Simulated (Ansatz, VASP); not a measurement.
# MgO in VASP and in Ansatz

```
Mg O
1.0
     0.00000    2.12724    2.12724
     2.12724    0.00000    2.12724
     2.12724    2.12724    0.00000
Mg O
1 1
Cartesian
  0.0000 0.0000 0.0000
  2.1272 2.1272 2.1272
```

Alike in both runs: functional PBE; k mesh 10 × 10 × 10; occupations gaussian, width 0.02 eV; no spin polarisation.

Ansatz relaxed the structure, and its values are those at the end. VASP's run is a single point on that final structure, the one shown.

```csv
,VASP,Ansatz
version,VASP 6.6.1,Ansatz 0.2.0
potentials or method,"VASP PAW PBE potentials, release 64 (Mg, O), cutoff 520 eV","scalar-relativistic, plane waves, PAW"
valence electrons in the cell,8,16
```

|  | VASP | Ansatz | Ansatz less VASP |
| --- | --- | --- | --- |
| gap on the k mesh at the Fermi level (eV) | 4.44 | 4.46 | +0.020 |
| least direct gap on the mesh (eV) | 4.44 | 4.46 | +0.020 |
| pressure (GPa) | -0.8 | 0.0 | +0.80 |

VASP's potentials hold 8 valence electrons a cell and Ansatz's 16, so a difference there can come from the potentials and not from the codes.
